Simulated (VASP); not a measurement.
Set up this calculation in VASP 6.6.1, as the native input.

```
Task                   : single point
Functional             : LDA
Potentials or basis    : VASP PAW LDA potentials, release 64 (W_sv)
Cutoff                 : 520 eV
k mesh                 : 22 × 22 × 22
Occupations            : gaussian, width 0.15 eV
Spin                   : no spin polarisation
Dipole correction      : no
Further INCAR settings : ALGO = Fast; EDIFF = 1e-06; NBANDS = 13
```

The structure of W lies in POSCAR:

```
W
1.0
    0.0000000000      1.9767972032      1.8775619836
    1.9767972032      0.0000000000      1.8775619836
    1.9767972032      1.9767972032      0.0000000000
W
1
Direct
    0.0000000000      0.0000000000      0.0000000000
```

The input as run:

INCAR

```
SYSTEM = W
ALGO = Fast ; EDIFF = 1E-6
ENCUT = 520 ; GGA = CA
ISIF = 2 ; ISMEAR = 0
LASPH = .TRUE. ; LCHARG = .TRUE.
LELF = .TRUE. ; LREAL = .FALSE.
LVHAR = .TRUE. ; LWAVE = .FALSE.
NBANDS = 13 ; NELM = 80
PREC = Accurate ; SIGMA = 0.15
```

KPOINTS

```
k-points
0
G
  22 22 22
  0 0 0
```

Potentials or basis: VASP PAW LDA potentials, release 64 (W_sv).

Run with:

```console
$ cat potpaw_LDA.64/W_sv/POTCAR > POTCAR
$ mpirun -np 1 vasp_std > vasp.out
```

Results of the run:

The pressure is 25.9 GPa. The band gap on the k mesh is zero (bands 7 and 8 overlap by 5.32 eV).

Caveat: the stress differs along the axes, from 15 to 31 GPa; spin-orbit coupling is left out, which moves the levels of the heavy elements.

It took 2 min on 1 thread of Intel(R) Xeon(R) 6975P-C (Granite Rapids) (shared host), peak memory 0.25 GiB.
